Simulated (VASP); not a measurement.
Write the native input for VASP 6.6.1 that does the following.

```yaml
Task: electric field gradients
Functional: PBE
Potentials_or_basis: VASP PAW PBE potentials, release 64 (Cu, Au)
Cutoff: 520 eV
k_mesh: 13 × 13 × 10
Occupations: fermi-dirac, width 0.05 eV
Spin: no spin polarisation
Dipole_correction: no
Further_INCAR_settings: ALGO = Normal; EDIFF = 1e-08; NBANDS = 18
```

The structure of CuAu lies in POSCAR:

```
CuAu
1.0
    2.8549159028      0.0000000000      0.0000000000
    0.0000000000      2.8549159028      0.0000000000
    0.0000000000      0.0000000000      3.7419790583
Cu Au
1 1
Direct
    0.5000000000      0.5000000000      0.5000000000
    0.0000000000      0.0000000000      0.0000000000
```

This cell differs from its parent crystal: volume scaled by 1.06.

The input as run:

INCAR

```
ALGO = Normal ; EDIFF = 1E-8
ENCUT = 520 ; GGA = PE
ISIF = 2 ; ISMEAR = -1
LASPH = True ; LCHARG = False
LEFG = True ; LREAL = False
LWAVE = False ; NBANDS = 18
NELM = 80 ; PREC = Accurate
SIGMA = 0.05
```

KPOINTS

```
k-points
0
Gamma
  13 13 10
```

Potentials or basis: VASP PAW PBE potentials, release 64 (Cu, Au).

The run is started by

```bash
$ cat potpaw_PBE.64/Cu/POTCAR potpaw_PBE.64/Au/POTCAR > POTCAR
$ mpirun -np 1 vasp_std > vasp.out
```

Results of the run:

```yaml
Pressure: -2.1 GPa
Band_gap_on_the_k_mesh: zero (band 11 reaches 12.32 eV, above the bottom of band 12 at 6.19 eV)
```

Caveat: without QUAD_EFG the Cq values of the log hold for a quadrupole moment of 1 mb, not for the nuclei; spin-orbit coupling is left out, which moves the levels of the heavy elements.

Run time: 52 s on 1 thread of Intel Xeon 6975P-C, with other jobs on the host, peak memory 0.22 GiB.
